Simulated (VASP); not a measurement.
# SrO (Fm-3m) in VASP: notebook

The runs below take SrO through single point, with PBEsol.

All numbers are computed with VASP 6.6.1; they aren't measurements. Logs are shortened: lines on timing, memory, paths and dates and some standing lists are left out, and cuts for length are marked.

## (1) The cell of the first run

Symmetry: Fm-3m, No. 225, cubic system. The conventional cell has a = 5.123 Å, b = 5.123 Å, c = 5.123 Å, α = 90.00°, β = 90.00°, γ = 90.00°. Within 3.4 Å of Sr (site symmetry m-3m) lie 6 O at 2.56 Å. Within 3.4 Å of O (site symmetry m-3m) lie 6 Sr at 2.56 Å.

## (2) Single point, PBEsol

The input, INCAR:

```
PREC     = Accurate       # precision mode
ENCUT    = 520            # plane-wave cutoff, eV
EDIFF    = 1E-6           # SCF threshold, eV
ISMEAR   = 0              # smearing method
SIGMA    = 0.01           # smearing width, eV
LREAL    = False          # projectors in reciprocal space
LASPH    = True           # aspherical terms in the spheres
NELM     = 60             # most SCF steps
ALGO     = Normal         # electronic algorithm
ISIF     = 2              # what is computed and relaxed
LWAVE    = False          # write WAVECAR
LCHARG   = False          # write CHGCAR
GGA      = PS             # functional
NBANDS   = 15             # bands
```

The input, KPOINTS:

```
Automatic mesh
0
Gamma
  8 8 8
```

The input, POSCAR:

```
SrO
1.0
    0.0000000000      2.5614439114      2.5614439114
    2.5614439114      0.0000000000      2.5614439114
    2.5614439114      2.5614439114      0.0000000000
Sr O
1 1
Direct
    0.5000000000      0.5000000000      0.5000000000
    0.0000000000      0.0000000000      0.0000000000
```

Potentials or basis: VASP PAW PBE potentials, release 64 (Sr_sv, O).

Command:

```console
cat potpaw_PBE.64/Sr_sv/POTCAR potpaw_PBE.64/O/POTCAR > POTCAR
mpirun -np 1 vasp_std > vasp.out
```

OUTCAR:

```text
PREC = Accurate
   ENCUT = 520
   EDIFF = 1E-6
   ISMEAR = 0
   LREAL = False
   LASPH = True
   NELM = 60
   ISIF = 2
   GGA = PS

 ion  position               nearest neighbor table
   1  0.500  0.500  0.500-   2 2.56   2 2.56   2 2.56   2 2.56   2 2.56   2 2.56
   2  0.000  0.000  0.000-   1 2.56   1 2.56   1 2.56   1 2.56   1 2.56   1 2.56

  LATTYP: Found a face centered cubic cell.
 ALAT       =     5.1228878228

  Lattice vectors:

 A1 = (   0.0000000000,   2.5614439114,   2.5614439114)
 A2 = (   2.5614439114,   0.0000000000,   2.5614439114)
 A3 = (   2.5614439114,   2.5614439114,   0.0000000000)

Analysis of symmetry for initial positions (statically):
=====================================================================
 Subroutine PRICEL returns:
 Original cell was already a primitive cell.

 Routine SETGRP: Setting up the symmetry group for a
 face centered cubic supercell.

 Subroutine GETGRP returns: Found 48 space group operations
 (whereof 48 operations were pure point group operations)
 out of a pool of 48 trial point group operations.

The static configuration has the point symmetry O_h .

Analysis of symmetry for dynamics (positions and initial velocities):
=====================================================================
 Subroutine PRICEL returns:
 Original cell was already a primitive cell.

 Routine SETGRP: Setting up the symmetry group for a
 face centered cubic supercell.

 Subroutine GETGRP returns: Found 48 space group operations
 (whereof 48 operations were pure point group operations)
 out of a pool of 48 trial point group operations.

The dynamic configuration has the point symmetry O_h .

 Subroutine INISYM returns: Found 48 space group operations
 (whereof 48 operations are pure point group operations),
 and found     1 'primitive' translations

----------------------------------------------------------------------------------------

                                     Primitive cell

  volume of cell :      33.6112

  direct lattice vectors                    reciprocal lattice vectors
     0.000000000  2.561443911  2.561443911    -0.195202400  0.195202400  0.195202400
     2.561443911  0.000000000  2.561443911     0.195202400 -0.195202400  0.195202400
     2.561443911  2.561443911  0.000000000     0.195202400  0.195202400 -0.195202400

  length of vectors
     3.622428719  3.622428719  3.622428719     0.338100475  0.338100475  0.338100475

  position of ions in fractional coordinates (direct lattice)
     0.500000000  0.500000000  0.500000000
     0.000000000  0.000000000  0.000000000

  ion indices of the primitive-cell ions
   primitive index   ion index
                 1           1
[... 86 lines left out ...]
   EMIN   =  10.00;   EMAX   =-10.00  energy-range for DOS
   EFERMI =   0.00;   METHOD = LEGACY
   ISMEAR =     0;   SIGMA  =   0.01  broadening in eV -4-tet -1-fermi 0-gaus
   EFERMI_NEDOS =   21; number of points for ismear=-14 and -15
   IALGO  =     38    algorithm
   IMIX   =      4    mixing-type and parameters
     AMIX     =   0.40;   BMIX     =  1.00
     AMIX_MAG =   1.60;   BMIX_MAG =  1.00
  volume/ion in A,a.u.               =      16.81       113.41
  Fermi-wavevector in a.u.,A,eV,Ry     =   1.278262  2.415565 22.231300  1.633954
  Thomas-Fermi vector in A             =   2.410815
   LORBIT       =      0    0 simple, 1 ext, 2 COOP (PROOUT), +10 PAW based schemes
   GGA     = PS    functional components
   LHFCALC =     F    Hartree Fock is set to
   AEXX    =    0.0000 exact exchange contribution
   IVDW    =     0    specifies the selected vdW correction
   LEPSILON=     F    determine dielectric tensor
   LRPA    =     F    only Hartree local field effects (RPA)
 non-spin polarized calculation
 Gauss-broadening in eV      SIGMA  =   0.01
  energy-cutoff  :      520.00
  volume of cell :       33.61
 maximum number of plane-waves:       934
   NGX = 13   NGY = 13   NGZ = 13

 number of electron      15.9999996 magnetization

 Free energy of the ion-electron system (eV)
  ---------------------------------------------------
  ext. energy  EPLUGINS =         0.00000000
  ---------------------------------------------------
  free energy    TOTEN  =       -12.63918942 eV

  energy without entropy =      -12.63918942  energy(sigma->0) =      -12.63918942

 E-fermi :   1.6400     XC(G=0): -10.3310

 val. band max:        1.5414729382   @ k =   0.0000   0.0000   0.0000
 cond. band min:       4.6885566591   @ k =   0.5000   0.5000   0.0000
 fundamental gap:      3.1470837210
 Fermi energy:         1.6400172724

 k-point     1 :       0.0000    0.0000    0.0000
  band No.  band energies     occupation
      1     -30.6571      2.00000
      2     -13.4703      2.00000
      3     -12.2979      2.00000
      4     -12.2979      2.00000
      5     -12.2979      2.00000
      6       1.5415      2.00000
      7       1.5415      2.00000
      8       1.5415      2.00000
      9       5.4431      0.00000
     10       7.7269      0.00000
     11       7.7269      0.00000
     12       7.7269      0.00000
     13       9.9474      0.00000
     14       9.9474      0.00000
[... 401 lines left out ...]
      2     -14.6922      2.00000
      3     -12.7127      2.00000
      4     -12.5432      2.00000
      5     -11.4703      2.00000
      6      -0.0836      2.00000
      7       0.6545      2.00000
      8       0.7386      2.00000
      9       7.8777      0.00000
     10       8.2297      0.00000
     11      10.9121      0.00000
     12      11.1106      0.00000
     13      13.2714      0.00000
     14      14.5438      0.00000
     15      14.9154      0.00000

 [... further k-points ...]

------------------------ aborting loop because EDIFF is reached ----------------------------------------

  FORCE on cell =-STRESS in cart. coord.  units (eV):
  Direction    XX          YY          ZZ          XY          YZ          ZX
  --------------------------------------------------------------------------------------
  -------------------------------------------------------------------------------------
  Total        0.1283801      0.1283801      0.1283801      0.0000000      0.0000000     -0.0000000
  in kB        6.1196092      6.1196092      6.1196092      0.0000000      0.0000000     -0.0000000
  external PRESSURE =       6.1196092 kB  Pullay stress =       0.0000000 kB

 VOLUME and BASIS-vectors are now :
 -----------------------------------------------------------------------------
  energy-cutoff  :      520.00
  volume of cell :       33.61
      direct lattice vectors                 reciprocal lattice vectors
     0.000000000  2.561443911  2.561443911    -0.195202400  0.195202400  0.195202400
     2.561443911  0.000000000  2.561443911     0.195202400 -0.195202400  0.195202400
     2.561443911  2.561443911  0.000000000     0.195202400  0.195202400 -0.195202400

 POSITION                                       TOTAL-FORCE (eV/Angst)
 -----------------------------------------------------------------------------------
      2.56144      2.56144      2.56144        -0.000000      0.000000     -0.000000
      0.00000      0.00000      0.00000         0.000000     -0.000000      0.000000
 -----------------------------------------------------------------------------------
    total drift:                                0.000000      0.000000      0.000000

  FREE ENERGIE OF THE ION-ELECTRON SYSTEM (eV)
  ---------------------------------------------------
  free  energy   TOTEN  =       -12.6391894216 eV

  energy  without entropy=      -12.6391894216  energy(sigma->0) =      -12.63918942
```

It took 10 s on 1 thread of Intel Xeon 6975P-C (Granite Rapids), shared host; peak memory 0.15 GiB.

What came out:

```
Free energy            : -12.6392 eV
Pressure               : 0.6 GPa
Band gap on the k mesh : 3.15 eV (least direct gap 3.23 eV)
```

Caveat: the PAW data sets were made with another functional, which shifts forces and pressure a little. A k mesh can miss the band edges.

## (3) Single point, PBEsol

The input, INCAR:

```
ALGO     = Normal         # electronic algorithm
EDIFF    = 1E-6           # SCF threshold, eV
ENCUT    = 520            # plane-wave cutoff, eV
GGA      = PS             # functional
ISIF     = 2              # what is computed and relaxed
ISMEAR   = -1             # smearing method
LASPH    = T              # aspherical terms in the spheres
LCHARG   = T              # write CHGCAR
LELF     = T              # ELF
LREAL    = F              # projectors in reciprocal space
LVHAR    = T            
LWAVE    = F              # write WAVECAR
NBANDS   = 15             # bands
NELM     = 60             # most SCF steps
PREC     = Accurate       # precision mode
SIGMA    = 0.08           # smearing width, eV
```

The input, KPOINTS:

```
k-points
0
Gamma
  12 12 12
```

POSCAR is that of step 2.

Potentials or basis: VASP PAW PBE potentials, release 64 (Sr_sv, O).

Command:

```console
cat potpaw_PBE.64/Sr_sv/POTCAR potpaw_PBE.64/O/POTCAR > POTCAR
mpirun -np 1 vasp_std > vasp.out
```

OUTCAR:

```text
EDIFF = 1E-6
   ENCUT = 520
   GGA = PS
   ISIF = 2
   ISMEAR = -1
   LASPH = T
   LREAL = F
   NELM = 60
   PREC = Accurate

 ion  position               nearest neighbor table
   1  0.500  0.500  0.500-   2 2.56   2 2.56   2 2.56   2 2.56   2 2.56   2 2.56
   2  0.000  0.000  0.000-   1 2.56   1 2.56   1 2.56   1 2.56   1 2.56   1 2.56

  LATTYP: Found a face centered cubic cell.
 ALAT       =     5.1228878228

  Lattice vectors:

 A1 = (   0.0000000000,   2.5614439114,   2.5614439114)
 A2 = (   2.5614439114,   0.0000000000,   2.5614439114)
 A3 = (   2.5614439114,   2.5614439114,   0.0000000000)

Analysis of symmetry for initial positions (statically):
=====================================================================
 Subroutine PRICEL returns:
 Original cell was already a primitive cell.

 Routine SETGRP: Setting up the symmetry group for a
 face centered cubic supercell.

 Subroutine GETGRP returns: Found 48 space group operations
 (whereof 48 operations were pure point group operations)
 out of a pool of 48 trial point group operations.

The static configuration has the point symmetry O_h .

Analysis of symmetry for dynamics (positions and initial velocities):
=====================================================================
 Subroutine PRICEL returns:
 Original cell was already a primitive cell.

 Routine SETGRP: Setting up the symmetry group for a
 face centered cubic supercell.

 Subroutine GETGRP returns: Found 48 space group operations
 (whereof 48 operations were pure point group operations)
 out of a pool of 48 trial point group operations.

The dynamic configuration has the point symmetry O_h .

 Subroutine INISYM returns: Found 48 space group operations
 (whereof 48 operations are pure point group operations),
 and found     1 'primitive' translations

[... 120 lines left out ...]
   LHFCALC =     F    Hartree Fock is set to
   AEXX    =    0.0000 exact exchange contribution
   IVDW    =     0    specifies the selected vdW correction
   LEPSILON=     F    determine dielectric tensor
   LRPA    =     F    only Hartree local field effects (RPA)
 non-spin polarized calculation
  energy-cutoff  :      520.00
  volume of cell :       33.61
 maximum number of plane-waves:       934
   NGX = 13   NGY = 13   NGZ = 13

 number of electron      15.9999996 magnetization

 Free energy of the ion-electron system (eV)
  ---------------------------------------------------
  ext. energy  EPLUGINS =         0.00000000
  ---------------------------------------------------
  free energy    TOTEN  =       -12.63918878 eV

  energy without entropy =      -12.63918878  energy(sigma->0) =      -12.63918878

 E-fermi :   3.1635     XC(G=0): -10.3310

 val. band max:        1.5414525000   @ k =   0.0000   0.0000   0.0000
 cond. band min:       4.6885500821   @ k =   0.5000   0.5000   0.0000
 fundamental gap:      3.1470975821
 Fermi energy:         3.1635169710

 k-point     1 :       0.0000    0.0000    0.0000
  band No.  band energies     occupation
      1     -30.6571      2.00000
      2     -13.4703      2.00000
      3     -12.2978      2.00000
      4     -12.2978      2.00000
      5     -12.2978      2.00000
      6       1.5415      2.00000
      7       1.5415      2.00000
      8       1.5415      2.00000
      9       5.4431      0.00000
     10       7.7269      0.00000
     11       7.7269      0.00000
     12       7.7269      0.00000
     13       9.9474      0.00000
     14       9.9474      0.00000
[... 401 lines left out ...]
      2     -14.8218      2.00000
      3     -12.6319      2.00000
      4     -12.4299      2.00000
      5     -11.3392      2.00000
      6      -0.3109      2.00000
      7       0.4876      2.00000
      8       0.6678      2.00000
      9       7.9908      0.00000
     10       8.6702      0.00000
     11      10.6009      0.00000
     12      11.0019      0.00000
     13      13.3380      0.00000
     14      14.1722      0.00000
     15      15.2831      0.00000

 [... further k-points ...]

------------------------ aborting loop because EDIFF is reached ----------------------------------------

  FORCE on cell =-STRESS in cart. coord.  units (eV):
  Direction    XX          YY          ZZ          XY          YZ          ZX
  --------------------------------------------------------------------------------------
  -------------------------------------------------------------------------------------
  Total        0.1282528      0.1282528      0.1282528     -0.0000000     -0.0000000      0.0000000
  in kB        6.1135432      6.1135432      6.1135432     -0.0000000     -0.0000000      0.0000000
  external PRESSURE =       6.1135432 kB  Pullay stress =       0.0000000 kB

 VOLUME and BASIS-vectors are now :
 -----------------------------------------------------------------------------
  energy-cutoff  :      520.00
  volume of cell :       33.61
      direct lattice vectors                 reciprocal lattice vectors
     0.000000000  2.561443911  2.561443911    -0.195202400  0.195202400  0.195202400
     2.561443911  0.000000000  2.561443911     0.195202400 -0.195202400  0.195202400
     2.561443911  2.561443911  0.000000000     0.195202400  0.195202400 -0.195202400

 POSITION                                       TOTAL-FORCE (eV/Angst)
 -----------------------------------------------------------------------------------
      2.56144      2.56144      2.56144        -0.000000     -0.000000      0.000000
      0.00000      0.00000      0.00000         0.000000      0.000000     -0.000000
 -----------------------------------------------------------------------------------
    total drift:                                0.000000      0.000000      0.000000

  FREE ENERGIE OF THE ION-ELECTRON SYSTEM (eV)
  ---------------------------------------------------
  free  energy   TOTEN  =       -12.6391887763 eV

  energy  without entropy=      -12.6391887760  energy(sigma->0) =      -12.63918878
```

stdout:

```text
POSCAR found type information on POSCAR SrO
 POSCAR found :  2 types and       2 ions
 scaLAPACK will be used
 -----------------------------------------------------------------------------
|                                                                             |
|                                                                             |
|     You enforced a specific xc type in the INCAR file but a different       |
|     I HOPE YOU KNOW WHAT YOU ARE DOING!                                     |
|                                                                             |
 -----------------------------------------------------------------------------

 LDA part: xc-table for (Slater+PW92), standard interpolation
 POSCAR, INCAR and KPOINTS ok, starting setup
 FFT: planning ... GRIDC
 FFT: planning ... GRID_SOFT
 FFT: planning ... GRID
 WAVECAR not read
 entering main loop
```

Wall time 24 s (1 thread of Intel Xeon 6975P-C (Granite Rapids), shared host); peak memory 0.18 GiB.

What came out:

```yaml
Free_energy: -12.6392 eV
Pressure: 0.6 GPa
Band_gap_on_the_k_mesh: 3.15 eV (least direct gap 3.23 eV)
```

Caveat: the PAW data sets were made with another functional, which shifts forces and pressure a little. A k mesh can miss the band edges.

## (4) Single point, PBEsol, non-collinear spin, zero start, spin-orbit coupling

This run uses another cell than the first one, of 16.55 Å³/atom.

The input, INCAR:

```
SYSTEM = SrO
PREC     = Accurate       ! precision mode
ENCUT    = 520            ! plane-wave cutoff, eV
EDIFF    = 1E-7           ! SCF threshold, eV
ISMEAR   = 0              ! smearing method
SIGMA    = 0.01           ! smearing width, eV
LREAL    = .FALSE.        ! projectors in reciprocal space
LASPH    = .TRUE.         ! aspherical terms in the spheres
NELM     = 150            ! most SCF steps
ALGO     = Normal         ! electronic algorithm
ISIF     = 2              ! what is computed and relaxed
LWAVE    = .FALSE.        ! write WAVECAR
LCHARG   = .FALSE.        ! write CHGCAR
MAGMOM   = 0 0 0 0 0 0    ! initial moments
LORBIT   = 11             ! projections on sites
LSORBIT  = .TRUE.         ! spin-orbit coupling
GGA_COMPAT= .FALSE.      
LORBMOM  = .TRUE.       
GGA      = PS             ! functional
NBANDS   = 28             ! bands
```

The input, KPOINTS:

```
regular mesh
0
G
  8 8 8
  0 0 0
```

The input, POSCAR:

```
SrO
1.0
    0.0000000000      2.5486366918      2.5486366918
    2.5486366918      0.0000000000      2.5486366918
    2.5486366918      2.5486366918      0.0000000000
Sr O
1 1
Direct
    0.5000000000      0.5000000000      0.5000000000
    0.0000000000      0.0000000000      0.0000000000
```

Command:

```console
cat potpaw_PBE.64/Sr_sv/POTCAR potpaw_PBE.64/O/POTCAR > POTCAR
mpirun -np 1 vasp_ncl > vasp.out
```

Run time: 48 s. Hardware: 1 thread of Intel Xeon 6975P-C (Granite Rapids), shared host; peak memory 0.26 GiB.

The run converged. Its results:

```
Free energy                                           : -12.7226 eV
Pressure                                              : 2.1 GPa
Net moment                                            : 0.00 μB per cell
Valence electrons inside the program's atomic spheres : Sr 8.10; O 4.96
```

Moments on the atoms (μB; x, y, z):
```
Sr  0.00 0.00 0.00
O   0.00 0.00 0.00
```

Caveat: the PAW data sets were made with another functional, which shifts forces and pressure a little.

## (5) Single point, PBEsol, non-collinear spin, zero start, spin-orbit coupling

The input, INCAR:

```
ALGO = Normal
EDIFF = 1E-7
ENCUT = 520
GGA = PS
GGA_COMPAT = F
ISIF = 2
ISMEAR = 0
LASPH = T
LCHARG = F
LORBIT = 11
LORBMOM = T
LREAL = F
LSORBIT = T
LWAVE = F
MAGMOM = 0 0 0 0 0 0
NBANDS = 28
NELM = 150
PREC = Accurate
SIGMA = 0.01
```

The input, KPOINTS:

```
k-points
0
Gamma
  8 8 8
```

The input, POSCAR:

```
SrO
1.0
    0.0000000000      2.5614439114      2.5614439114
    2.5614439114      0.0000000000      2.5614439114
    2.5614439114      2.5614439114      0.0000000000
Sr O
1 1
Direct
    0.5000000000      0.5000000000      0.5000000000
    0.0000000000      0.0000000000      0.0000000000
```

Command:

```console
cat potpaw_PBE.64/Sr_sv/POTCAR potpaw_PBE.64/O/POTCAR > POTCAR
mpirun -np 1 vasp_ncl > vasp.out
```

Run time: 47 s. Hardware: 1 thread of Intel Xeon 6975P-C (Granite Rapids), shared host; peak memory 0.26 GiB.

It converged, with:

| Item | Value |
| --- | --- |
| Free energy | -12.7272 eV |
| Pressure | 0.6 GPa |
| Net moment | 0.00 μB per cell |
| Valence electrons inside the program's atomic spheres | Sr 8.09; O 4.95 |

Moments on the atoms (μB; x, y, z):
```
Sr  0.00 0.00 0.00
O   0.00 0.00 0.00
```

Caveat: the PAW data sets were made with another functional, which shifts forces and pressure a little.

(Part 1 of 2 ends here.)
